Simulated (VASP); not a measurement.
Bi: relaxation of cell and atoms with PBE

Bi:

```
Bi
1.0
    -1.99075    1.99075    1.99075
     1.99075   -1.99075    1.99075
     1.99075    1.99075   -1.99075
Bi
1
Direct
  0.00000 0.00000 0.00000
```

This isn't the form of Bi at room conditions, which is rhombohedral.

- Program: VASP 6.6.1
- Task: relaxation of cell and atoms
- Functional: PBE
- Potentials or basis: VASP PAW PBE potentials, release 64 (Bi_d)
- Cutoff: 600 eV
- k mesh: 15 × 15 × 15
- Occupations: fermi-dirac, width 0.05 eV
- Spin: no spin polarisation
- Dipole correction: no
- Further INCAR settings: ALGO = Normal; EDIFF = 1e-06; IBRION = 2; EDIFFG = -0.005; NSW = 45; ISIF = 3

- Pressure after relaxing: 0.0 GPa
- Band gap on the k mesh: zero (an odd number of electrons rules out a gap without spin polarisation)

Final structure:
```yaml
crystal:
  lattice:
    - [-1.99075, 1.99075, 1.99075]
    - [1.99075, -1.99075, 1.99075]
    - [1.99075, 1.99075, -1.99075]
  atoms:
    - { symbol: Bi, position: [0.00000, 0.00000, 0.00000] }
```

Levels at points of the mesh, in eV from the Fermi level:
```tsv
k point	band 3	band 4	band 5	band 6	band 7	band 8	band 9	band 10	band 11
(0.00, 0.00, 0.00)	-23.07	-22.95	-22.95	-13.47	4.98	4.98	4.98	8.91	10.43
```

Wall time 47 s on 1 thread of Intel Xeon 8259CL, with other jobs on the host, peak memory 0.19 GiB.

Caveat: spin-orbit coupling is left out, which moves the levels of the heavy elements.
